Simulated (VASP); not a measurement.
Write the native input for VASP 6.6.1 that does the following.

| Property | Result |
| --- | --- |
| Task | single point |
| Functional | PBE |
| Potentials or basis | VASP PAW PBE potentials, release 64 (Cd_sv_GW, S) |
| Cutoff | 540 eV |
| k mesh | 12 × 12 × 12 |
| Occupations | gaussian, width 0.03 eV |
| Spin | no spin polarisation |
| Dipole correction | no |
| Second run | valence_matched |
| Further INCAR settings | ALGO = Normal; EDIFF = 1e-06; NBANDS = 20 |

The structure of CdS lies in POSCAR:

```
CdS
1.0
    0.0000000000      2.9909776462      2.3329625640
    2.9909776462      0.0000000000      2.3329625640
    2.9909776462      2.9909776462      0.0000000000
Cd S
1 1
Direct
    0.0000000000      0.0000000000      0.0000000000
    0.5000000000      0.5000000000      0.5000000000
```

This cell differs from its parent crystal: ratio of the length along z to the lengths across it x 0.78, volume and fractional coordinates fixed.

These files were run (other wordings do the same):

INCAR

```
SYSTEM = CdS
  PREC = Accurate
  ENCUT = 540
  EDIFF = 1E-6
  ISMEAR = 0
  SIGMA = 0.03
  LREAL = .False.
  LASPH = .True.
  NELM = 120
  ALGO = Normal
  ISIF = 2
  LWAVE = .False.
  LCHARG = .False.
  GGA = PE
  NBANDS = 20
  GGA_COMPAT = .False.
```

KPOINTS

```
regular mesh
0
Gamma
  12 12 12
  0 0 0
```

Potentials or basis: VASP PAW PBE potentials, release 64 (Cd_sv_GW, S).

Command:

```sh
$ cat potpaw_PBE.64/Cd_sv_GW/POTCAR potpaw_PBE.64/S/POTCAR > POTCAR
$ mpirun -np 1 vasp_std > vasp.out
```

It gave:

```yaml
Pressure: 8.0 GPa
```

Wall time 64 s on 1 thread of Intel(R) Xeon(R) 6975P-C (Granite Rapids), with other jobs on the host, peak memory 0.31 GiB.
